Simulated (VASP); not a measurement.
Here is a VASP 6.6.1 calculation.

File INCAR:

```
SYSTEM = Nb
PREC = Accurate
ENCUT = 520
EDIFF = 1E-8
ISMEAR = -1
SIGMA = 0.08
LREAL = .FALSE.
LASPH = .TRUE.
NELM = 60
ALGO = Normal
ISIF = 2
LWAVE = .FALSE.
LCHARG = .FALSE.
GGA = PE
LEFG = .TRUE.
NBANDS = 12
```

File KPOINTS:

```
regular mesh
0
G
  13 13 13
  0 0 0
```

POSCAR

```
Nb
1.0
    0.0000000000      2.1008049414      2.1008049414
    2.1008049414      0.0000000000      2.1008049414
    2.1008049414      2.1008049414      0.0000000000
Nb
1
Direct
    0.0000000000      0.0000000000      0.0000000000
```

Potentials or basis: VASP PAW PBE potentials, release 64 (Nb_sv).

Command:

```sh
$ cat potpaw_PBE.64/Nb_sv/POTCAR > POTCAR
$ mpirun -np 1 vasp_std > vasp.out
```

Q: What does it give for the pressure?

A: 1.9 GPa.

Caveat: without QUAD_EFG the Cq values of the log hold for a quadrupole moment of 1 mb, not for the nuclei.
